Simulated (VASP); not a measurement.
# Li3SeF (P6_3/mmc) in VASP: notebook

Runs on Li3SeF. Level: PBE. Tasks: single point.

All numbers are computed with VASP 6.6.1; they aren't measurements. Logs are shortened: lines on timing, memory, paths and dates and some standing lists are left out, and cuts for length are marked.

## 1. The cell of the first run

Symmetry: P6_3/mmc, No. 194, hexagonal system. The conventional cell has a = 5.603 Å, b = 5.603 Å, c = 4.707 Å, α = 90.00°, β = 90.00°, γ = 120.00°. Li (site symmetry mm2) has 2 F at 2.00 Å and 4 Se at 2.80 to 2.86 Å and 8 Li at 2.80 to 2.86 Å within 2.9 Å. Se (site symmetry -6m2) has 12 Li at 2.80 to 2.86 Å and 6 F at 3.44 Å within 3.7 Å. F (site symmetry -3m) has 6 Li at 2.00 Å and 2 F at 2.35 Å within 2.7 Å.

## 2. Single point, PBE

File INCAR:

```
PREC = Accurate
ENCUT = 520
EDIFF = 1E-7
ISMEAR = 0
SIGMA = 0.1
LREAL = False
LASPH = True
NELM = 80
ALGO = Normal
ISIF = 2
LWAVE = False
LCHARG = False
GGA = PE
NBANDS = 33
```

File KPOINTS:

```
regular mesh
0
Gamma
  6 6 4
```

File POSCAR:

```
Li3SeF
1.0
    5.6034000000      0.0000000000      0.0000000000
   -2.8017000000      4.8526867500      0.0000000000
    0.0000000000      0.0000000000      4.7068560000
Li Se F
6 2 2
Direct
    0.8333333300      0.6666666700      0.7500000000
    0.3333333300      0.1666666700      0.7500000000
    0.8333333300      0.1666666700      0.7500000000
    0.1666666700      0.3333333300      0.2500000000
    0.6666666700      0.8333333300      0.2500000000
    0.1666666700      0.8333333300      0.2500000000
    0.3333333300      0.6666666700      0.7500000000
    0.6666666700      0.3333333300      0.2500000000
    0.0000000000      0.0000000000      0.0000000000
    0.0000000000      0.0000000000      0.5000000000
```

Potentials or basis: VASP PAW PBE potentials, release 64 (Li_sv, Se, F).

On the command line:

```bash
cat potpaw_PBE.64/Li_sv/POTCAR potpaw_PBE.64/Se/POTCAR potpaw_PBE.64/F/POTCAR > POTCAR
mpirun -np 1 vasp_std > vasp.out
```

OUTCAR:

```text
PREC = Accurate
   ENCUT = 520
   EDIFF = 1E-7
   ISMEAR = 0
   LREAL = False
   LASPH = True
   NELM = 80
   ISIF = 2
   GGA = PE

 ion  position               nearest neighbor table
   1  0.833  0.667  0.750-   9 2.00  10 2.00
   2  0.333  0.167  0.750-   9 2.00  10 2.00
   3  0.833  0.167  0.750-   9 2.00  10 2.00
   4  0.167  0.333  0.250-   9 2.00  10 2.00
   5  0.667  0.833  0.250-   9 2.00  10 2.00
   6  0.167  0.833  0.250-   9 2.00  10 2.00
   7  0.333  0.667  0.750-
   8  0.667  0.333  0.250-
   9  0.000  0.000  0.000-   2 2.00   5 2.00   4 2.00   1 2.00   3 2.00   6 2.00
  10  0.000  0.000  0.500-   2 2.00   5 2.00   4 2.00   1 2.00   3 2.00   6 2.00

  LATTYP: Found a hexagonal cell.
 ALAT       =     5.6034000000
 C/A-ratio  =     0.8400000000

  Lattice vectors:

 A1 = (   5.6034000000,   0.0000000000,   0.0000000000)
 A2 = (  -2.8017000000,   4.8526867500,   0.0000000000)
 A3 = (   0.0000000000,   0.0000000000,   4.7068560000)

Analysis of symmetry for initial positions (statically):
=====================================================================
 Subroutine PRICEL returns:
 Original cell was already a primitive cell.

 Routine SETGRP: Setting up the symmetry group for a
 hexagonal supercell.

 Subroutine GETGRP returns: Found 24 space group operations
 (whereof 12 operations were pure point group operations)
 out of a pool of 24 trial point group operations.

The static configuration has the point symmetry D_3d.
 The point group associated with its full space group is D_6h.

Analysis of symmetry for dynamics (positions and initial velocities):
=====================================================================
 Subroutine PRICEL returns:
 Original cell was already a primitive cell.

 Routine SETGRP: Setting up the symmetry group for a
 hexagonal supercell.

 Subroutine GETGRP returns: Found 24 space group operations
 (whereof 12 operations were pure point group operations)
 out of a pool of 24 trial point group operations.

The dynamic configuration has the point symmetry D_3d.
 The point group associated with its full space group is D_6h.

 Subroutine INISYM returns: Found 24 space group operations
 (whereof 12 operations are pure point group operations),
 and found     1 'primitive' translations

----------------------------------------------------------------------------------------

                                     Primitive cell

  volume of cell :     127.9867

  direct lattice vectors                    reciprocal lattice vectors
     5.603400000  0.000000000  0.000000000     0.178463076  0.103035705  0.000000000
    -2.801700000  4.852686750  0.000000000     0.000000000  0.206071410  0.000000000
     0.000000000  0.000000000  4.706856000     0.000000000  0.000000000  0.212456043

  length of vectors
     5.603400000  5.603400002  4.706856000     0.206071410  0.206071410  0.212456043

  position of ions in fractional coordinates (direct lattice)
     0.833333330  0.666666670  0.750000000
     0.333333330  0.166666670  0.750000000
     0.833333330  0.166666670  0.750000000
     0.166666670  0.333333330  0.250000000
     0.666666670  0.833333330  0.250000000
     0.166666670  0.833333330  0.250000000
     0.333333330  0.666666670  0.750000000
     0.666666670  0.333333330  0.250000000
     0.000000000  0.000000000  0.000000000
     0.000000000  0.000000000  0.500000000

  ion indices of the primitive-cell ions
   primitive index   ion index
                 1           1
                 2           2
                 3           3
                 4           4
                 5           5
                 6           6
                 7           7
                 8           8
                 9           9
                10          10

----------------------------------------------------------------------------------------

 KPOINTS: regular mesh

Automatic generation of k-mesh.
 Grid dimensions read from file:
 generate k-points for:    6    6    4

 Generating k-lattice:

  Cartesian coordinates                     Fractional coordinates (reciprocal lattice)
     0.029743846  0.017172617  0.000000000     0.166666667 -0.000000000  0.000000000
     0.000000000  0.034345235  0.000000000     0.000000000  0.166666667  0.000000000
     0.000000000  0.000000000  0.053114011     0.000000000  0.000000000  0.250000000

  Length of vectors
     0.034345235  0.034345235  0.053114011

  Shift w.r.t. Gamma in fractional coordinates (k-lattice)
     0.000000000  0.000000000  0.000000000

 Subroutine IBZKPT returns following result:
 ===========================================

 Found     21 irreducible k-points:

 Following reciprocal coordinates:
            Coordinates               Weight
  0.000000  0.000000  0.000000      1.000000
  0.166667  0.000000  0.000000      6.000000
  0.333333  0.000000  0.000000      6.000000
  0.500000  0.000000  0.000000      3.000000
  0.166667  0.166667  0.000000      6.000000
  0.333333  0.166667  0.000000     12.000000
[... 13 lines left out ...]
  0.333333  0.166667  0.500000     12.000000
  0.333333  0.333333  0.500000      2.000000
   k-points           NKPTS =     21   k-points in BZ     NKDIM =     21   number of bands    NBANDS=     33
   number of dos      NEDOS =    301   number of ions     NIONS =     10
   total plane-waves  NPLWV =  63504
   dimension x,y,z NGX =    42 NGY =   42 NGZ =   36
   dimension x,y,z NGXF=    84 NGYF=   84 NGZF=   72
   ions per type =               6   2   2
   NGX,Y,Z   is equivalent  to a cutoff of  12.46, 12.46, 12.72 a.u.
   NGXF,Y,Z  is equivalent  to a cutoff of  24.92, 24.92, 25.43 a.u.
 SYSTEM =  unknown system
   PREC   = accura    normal or accurate (medium, high low for compatibility)
   ISTART =      0    job   : 0-new  1-cont  2-samecut
   ICHARG =      2    charge: 1-file 2-atom 10-const
   ISPIN  =      1    spin polarized calculation?
   LNONCOLLINEAR =      F non collinear calculations
   LSORBIT =      F    spin-orbit coupling
   LASPH  =      T    aspherical Exc in radial PAW
   ENCUT  =  520.0 eV  38.22 Ry    6.18 a.u.  10.42 10.42  8.75*2*pi/ulx,y,z
   NELM   =     80;   NELMIN=  2; NELMDL= -5     # of ELM steps
   EDIFF  = 0.1E-06   stopping-criterion for ELM
   LREAL  =      F    real-space projection
   EDIFFG = 0.1E-05   stopping-criterion for IOM
   NSW    =      0    number of steps for IOM
   IBRION =     -1    ionic relax: 0-MD 1-quasi-New 2-CG
   NFREE  =      0    steps in history (QN), initial steepest desc. (CG)
   ISIF   =      2    stress and relaxation
   ISYM   =      2    0-nonsym 1-usesym 2-fastsym
   POTIM  = 0.5000    time-step for ionic-motion
   TEBEG  =    0.0;   TEEND  =   0.0 temperature during run
   PSTRESS=    0.0 pullay stress
   NELECT =      44.0000    total number of electrons
   NUPDOWN=      -1.0000    fix difference up-down
   EMIN   =  10.00;   EMAX   =-10.00  energy-range for DOS
   EFERMI =   0.00;   METHOD = LEGACY
   ISMEAR =     0;   SIGMA  =   0.10  broadening in eV -4-tet -1-fermi 0-gaus
   EFERMI_NEDOS =   21; number of points for ismear=-14 and -15
   IALGO  =     38    algorithm
   IMIX   =      4    mixing-type and parameters
     AMIX     =   0.40;   BMIX     =  1.00
     AMIX_MAG =   1.60;   BMIX_MAG =  1.00
  volume/ion in A,a.u.               =      12.80        86.37
  Fermi-wavevector in a.u.,A,eV,Ry     =   1.146843  2.167220 17.895060  1.315250
  Thomas-Fermi vector in A             =   2.283526
   LORBIT       =      0    0 simple, 1 ext, 2 COOP (PROOUT), +10 PAW based schemes
   GGA     = PE    functional components
   LHFCALC =     F    Hartree Fock is set to
   AEXX    =    0.0000 exact exchange contribution
   IVDW    =     0    specifies the selected vdW correction
   LEPSILON=     F    determine dielectric tensor
   LRPA    =     F    only Hartree local field effects (RPA)
 non-spin polarized calculation
 Gauss-broadening in eV      SIGMA  =   0.10
  energy-cutoff  :      520.00
  volume of cell :      127.99
 maximum number of plane-waves:      3497
 NGX is ok and might be reduce to    42
   NGX = 21   NGY = 21   NGZ = 17

 number of electron      44.0000048 magnetization

 Free energy of the ion-electron system (eV)
  ---------------------------------------------------
  ext. energy  EPLUGINS =         0.00000000
  ---------------------------------------------------
  free energy    TOTEN  =       -40.44375299 eV

  energy without entropy =      -40.44375299  energy(sigma->0) =      -40.44375299

 E-fermi :   2.7797     XC(G=0):  -9.2044

 val. band max:        2.2947844063   @ k =   0.3333   0.3333   0.0000
 cond. band min:       5.4264076730   @ k =   0.0000   0.0000   0.0000
 fundamental gap:      3.1316232667
 Fermi energy:         2.7796760202

 k-point     1 :       0.0000    0.0000    0.0000
  band No.  band energies     occupation
      1     -42.8232      2.00000
      2     -42.7906      2.00000
      3     -42.7861      2.00000
      4     -42.7861      2.00000
      5     -42.7724      2.00000
      6     -42.7724      2.00000
[... 25 lines left out ...]
     32      10.7832      0.00000
     33      10.7837      0.00000

 k-point     2 :       0.1667    0.0000    0.0000
  band No.  band energies     occupation
      1     -42.8212      2.00000
      2     -42.7900      2.00000
      3     -42.7876      2.00000
      4     -42.7861      2.00000
      5     -42.7734      2.00000
      6     -42.7723      2.00000
[... 25 lines left out ...]
     32      11.0280      0.00000
     33      11.0884      0.00000

 k-point     3 :       0.3333    0.0000    0.0000
  band No.  band energies     occupation
      1     -42.8162      2.00000
      2     -42.7942      2.00000
      3     -42.7862      2.00000
      4     -42.7855      2.00000
      5     -42.7762      2.00000
      6     -42.7722      2.00000
[... 25 lines left out ...]
     32      10.9561      0.00000
     33      11.9575      0.00000

 k-point     4 :       0.5000    0.0000    0.0000
  band No.  band energies     occupation
      1     -42.8125      2.00000
      2     -42.7980      2.00000
      3     -42.7863      2.00000
      4     -42.7821      2.00000
      5     -42.7794      2.00000
      6     -42.7721      2.00000
[... 25 lines left out ...]
     32      11.6122      0.00000
     33      12.5393      0.00000

 k-point     5 :       0.1667    0.1667    0.0000
  band No.  band energies     occupation
      1     -42.8176      2.00000
      2     -42.7911      2.00000
      3     -42.7898      2.00000
      4     -42.7845      2.00000
      5     -42.7748      2.00000
      6     -42.7726      2.00000
[... 496 lines left out ...]
 k-point    19 :       0.1667    0.1667    0.5000
  band No.  band energies     occupation
      1     -42.8023      2.00000
      2     -42.8023      2.00000
      3     -42.7837      2.00000
      4     -42.7837      2.00000
      5     -42.7792      2.00000
      6     -42.7792      2.00000
[... 25 lines left out ...]
     32      11.0054      0.00000
     33      11.9347      0.00000

 k-point    20 :       0.3333    0.1667    0.5000
  band No.  band energies     occupation
      1     -42.7979      2.00000
      2     -42.7979      2.00000
      3     -42.7881      2.00000
      4     -42.7881      2.00000
      5     -42.7792      2.00000
      6     -42.7792      2.00000
[... 25 lines left out ...]
     32      11.2269      0.00000
     33      11.8843      0.00000

 k-point    21 :       0.3333    0.3333    0.5000
  band No.  band energies     occupation
      1     -42.7947      2.00000
      2     -42.7947      2.00000
      3     -42.7912      2.00000
      4     -42.7912      2.00000
      5     -42.7791      2.00000
      6     -42.7791      2.00000
[... 25 lines left out ...]
     32      11.3922      0.00000
     33      11.5450      0.00000

------------------------ aborting loop because EDIFF is reached ----------------------------------------

  FORCE on cell =-STRESS in cart. coord.  units (eV):
  Direction    XX          YY          ZZ          XY          YZ          ZX
  --------------------------------------------------------------------------------------
  -------------------------------------------------------------------------------------
  Total        0.1976097      0.1976097      1.7414181      0.0000000     -0.0000000     -0.0000000
  in kB        2.4737400      2.4737400     21.7996163      0.0000000     -0.0000000     -0.0000000
  external PRESSURE =       8.9156988 kB  Pullay stress =       0.0000000 kB

 VOLUME and BASIS-vectors are now :
 -----------------------------------------------------------------------------
  energy-cutoff  :      520.00
  volume of cell :      127.99
      direct lattice vectors                 reciprocal lattice vectors
     5.603400000  0.000000000  0.000000000     0.178463076  0.103035705  0.000000000
    -2.801700000  4.852686750  0.000000000     0.000000000  0.206071410  0.000000000
     0.000000000  0.000000000  4.706856000     0.000000000  0.000000000  0.212456043

 POSITION                                       TOTAL-FORCE (eV/Angst)
 -----------------------------------------------------------------------------------
      2.80170      3.23512      3.53014        -0.000000      0.366062      0.000000
      1.40085      0.80878      3.53014        -0.317019     -0.183031     -0.000000
      4.20255      0.80878      3.53014         0.317019     -0.183031      0.000000
      0.00000      1.61756      1.17671         0.000000     -0.366062      0.000000
      1.40085      4.04391      1.17671         0.317019      0.183031      0.000000
     -1.40085      4.04391      1.17671        -0.317019      0.183031      0.000000
     -0.00000      3.23512      3.53014        -0.000000      0.000000      0.000000
      2.80170      1.61756      1.17671        -0.000000      0.000000      0.000000
      0.00000      0.00000      0.00000         0.000000      0.000000      0.000000
      0.00000      0.00000      2.35343         0.000000      0.000000      0.000000
 -----------------------------------------------------------------------------------
    total drift:                               -0.000022      0.000012     -0.000000

  FREE ENERGIE OF THE ION-ELECTRON SYSTEM (eV)
  ---------------------------------------------------
  free  energy   TOTEN  =       -40.4437529872 eV

  energy  without entropy=      -40.4437529872  energy(sigma->0) =      -40.44375299
```

It took 2.4 min on 1 thread of Intel Xeon Platinum 8259CL at 2.50GHz (Skylake/Cascade Lake), shared host; peak memory 0.27 GiB.

Results:

```yaml
Free_energy: -40.4438 eV
Largest_force: 0.366 eV/Å
Band_gap_on_the_k_mesh: 3.13 eV (least direct gap 3.28 eV)
```

Forces on the atoms (eV/Å):
```
Li   0.000  0.366  0.000
Li  -0.317 -0.183  0.000
Li   0.317 -0.183  0.000
Li   0.000 -0.366  0.000
Li   0.317  0.183  0.000
Li  -0.317  0.183  0.000
Se   0.000  0.000  0.000
Se   0.000  0.000  0.000
F    0.000  0.000  0.000
F    0.000  0.000  0.000
```

Levels at points of the mesh, in eV from the valence-band top:
```tsv
k point	band 18	band 19	band 20	band 21	band 22	band 23	band 24	band 25	band 26	band 27
(0.00, 0.00, 0.00)	-2.47	-2.12	-0.43	-0.43	-0.15	3.13	3.24	6.21	6.75	6.75
(0.50, 0.00, 0.00)	-2.00	-1.28	-0.94	-0.85	-0.43	3.41	3.95	5.56	5.65	6.30
(0.00, 0.00, 0.50)	-2.18	-1.49	-1.49	-1.49	-1.49	6.08	6.08	6.08	6.08	6.62
(0.50, 0.00, 0.50)	-2.81	-1.33	-1.33	-0.46	-0.46	5.08	5.08	6.24	6.24	6.47
```

Caveat: the cutoff is under 1.25 times the usual one of these potentials, so pressure, stress and relaxed cells hold a basis-set (Pulay) error.

[end of part 1 of 2]
